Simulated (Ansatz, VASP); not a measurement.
# Two plane-wave programs on Ir

```
CELL_PARAMETERS angstrom
2.75138 0.00000 0.00000
-1.37569 2.38276 0.00000
0.00000 0.00000 4.46229
ATOMIC_POSITIONS crystal
Ir 0.71388 0.42776 0.75000
Ir 0.33333 0.66667 0.25000
```

Alike in both runs: task single point; functional PBEsol; k mesh 18 × 18 × 12; occupations gaussian, width 0.15 eV; no spin polarisation.

|  | VASP | Ansatz |
| --- | --- | --- |
| version | VASP 6.6.1 | Ansatz 0.2.0 |
| potentials or method | VASP PAW PBE potentials, release 64 (Ir), cutoff 520 eV | scalar-relativistic, plane waves, PAW |
| valence electrons in the cell | 18 | 34 |

|  | VASP | Ansatz | Ansatz less VASP |
| --- | --- | --- | --- |
| gap on the k mesh at the Fermi level (eV) | none | none | - |
| pressure (GPa) | -9.9 | -10.7 | -0.75 |
| traceless stress, the component that is largest in VASP (GPa) | 2.51 | 2.44 | -0.074 |
| rms of the force components (eV/Å) | 0.530 | 0.529 | -0.0003 |

VASP's potentials were made for PBE, not for PBEsol. Atom by atom the forces differ by 0.000 eV/Å (rms over components). A gap of «none» marks a metal or a gap that the smearing closes. VASP's potentials hold 18 valence electrons a cell and Ansatz's 34, so a difference there can come from the potentials and not from the codes.

Neither program's run includes spin-orbit coupling.
